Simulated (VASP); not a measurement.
Here is a VASP 6.6.1 calculation.

Contents of INCAR:

```
ALGO     = Normal         # electronic algorithm
EDIFF    = 1E-6           # SCF threshold, eV
ENCUT    = 520            # plane-wave cutoff, eV
GGA      = PS             # functional
ISIF     = 2              # what is computed and relaxed
ISMEAR   = 0              # smearing method
LASPH    = True           # aspherical terms in the spheres
LCHARG   = False          # write CHGCAR
LREAL    = False          # projectors in reciprocal space
LWAVE    = False          # write WAVECAR
NBANDS   = 16             # bands
NELM     = 80             # most SCF steps
PREC     = Accurate       # precision mode
SIGMA    = 0.1            # smearing width, eV
```

The input KPOINTS:

```
k-points
0
Gamma
  14 14 14
```

File POSCAR:

```
ZrS
1.0
    0.0000000000      2.6086520169      2.6086520169
    2.6086520169      0.0000000000      2.6086520169
    2.6086520169      2.6086520169      0.0000000000
Zr S
1 1
Direct
    0.0000000000      0.0000000000      0.0000000000
    0.5000000000      0.5000000000      0.5000000000
```

Potentials or basis: VASP PAW PBE potentials, release 64 (Zr_sv, S).

Command:

```sh
$ cat potpaw_PBE.64/Zr_sv/POTCAR potpaw_PBE.64/S/POTCAR > POTCAR
$ mpirun -np 1 vasp_std > vasp.out
```

Q: Predict the pressure.

A: -3.9 GPa.

Q: Predict the band gap on the k mesh.

A: Zero (band 9 reaches 12.34 eV, above the bottom of band 10 at 9.43 eV).

Caveat: the PAW data sets were made with another functional, which shifts forces and pressure a little.
